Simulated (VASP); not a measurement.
Runs of VASP 6.6.1 on BaTiO3. The structure is that of space group P4mm (No. 99), or close to it. The cells are those of the table. 

```tsv
cell	gap on the mesh (eV)	pressure (GPa)	largest force (eV/Å)
a = 3.866, b = 3.866, c = 4.569 Å, 5 atoms	1.88	4.8	(c)
a = 3.985, b = 3.985, c = 4.200 Å, 5 atoms	1.79	1.6	0.08
a = 4.165, b = 4.165, c = 4.390 Å, 5 atoms	1.68	-10.4	(a)
a = 3.806, b = 3.806, c = 4.871 Å, 5 atoms	1.90	5.0	0.15
a = 3.985, b = 3.985, c = 4.074 Å, 5 atoms	1.80	4.6	0.07
a = 3.806, b = 3.806, c = 4.314 Å, 5 atoms	(b)	22.0	2.91
```

Alike in all rows: task single point; level PBE; potentials or basis VASP PAW PBE potentials, release 64 (Ba_sv, Ti_sv, O); no spin polarisation; k mesh 8 × 8 × 6; cutoff (eV) 520; smearing gaussian 0.02 eV.

Q: Fill in the values left out.

A: (a) 0.13; (b) 2.12; (c) 0.10.

Caveats: spin-orbit coupling is left out, which moves the levels of the heavy elements; forces of over 1 eV/Å act on the atoms, so gaps and moduli don't describe the material at rest (some runs).

A k mesh can miss the band edges, and the runs leave out spin-orbit coupling on Ba.
